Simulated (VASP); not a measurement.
Set up this calculation in VASP 6.6.1, as the native input.

| Property | Result |
| --- | --- |
| Task | single point |
| Functional | PBE |
| Potentials or basis | VASP PAW PBE potentials, release 64 (Mn_pv, Si) |
| Cutoff | 520 eV |
| k mesh | 6 × 6 × 6 |
| Occupations | gaussian, width 0.1 eV |
| Spin | collinear spin, ferromagnetic start |
| Starting moments | [5.52, 0.0, 0.0, 0.0, 0.0, 0.0, 0.0] μB |
| Dipole correction | no |
| Further INCAR settings | ALGO = Normal; EDIFF = 1e-07; NBANDS = 32 |

The structure of MnSi6 lies in POSCAR:

```
MnSi6
1.0
    6.0137447744      0.0000000000      0.0000000000
    0.0000000000      6.0137447744      0.0000000000
    0.0000000000      0.0000000000      6.0137447744
Mn Si
1 6
Direct
    0.0000000000      0.0000000000      0.0000000000
    0.2102677242      0.5000000000      0.5000000000
    0.5000000000      0.2102677242      0.5000000000
    0.7897322758      0.5000000000      0.5000000000
    0.5000000000      0.7897322758      0.5000000000
    0.5000000000      0.5000000000      0.2102677242
    0.5000000000      0.5000000000      0.7897322758
```

The cell was built from a structure type or drawn by symmetry, and may not be a known phase.

One way to write it, as run:

INCAR

```
SYSTEM = MnSi6
  ALGO = Normal
  EDIFF = 1E-7
  ENCUT = 520
  GGA = PE
  ISIF = 2
  ISMEAR = 0
  ISPIN = 2
  LASPH = .True.
  LCHARG = .False.
  LMAXMIX = 4
  LORBIT = 11
  LREAL = .False.
  LWAVE = .False.
  MAGMOM = 5.52 0 0 0 0 0 0
  NBANDS = 32
  NELM = 150
  PREC = Accurate
  SIGMA = 0.1
```

KPOINTS

```
k-points
0
Gamma
  6 6 6
  0 0 0
```

Potentials or basis: VASP PAW PBE potentials, release 64 (Mn_pv, Si).

Command:

```bash
$ cat potpaw_PBE.64/Mn_pv/POTCAR potpaw_PBE.64/Si/POTCAR > POTCAR
$ mpirun -np 1 vasp_std > vasp.out
```

Results of the run:

- Pressure: 0.0 GPa
- Largest force: 0.005 eV/Å
- Net moment: 4.51 μB per cell
- Site moments: Mn +4.58; Si -0.02 μB
- Valence electrons inside the program's atomic spheres: Mn 11.18; Si 1.61

It took 21 min on 1 thread of AMD EPYC 7571, with other jobs on the host, peak memory 0.48 GiB.
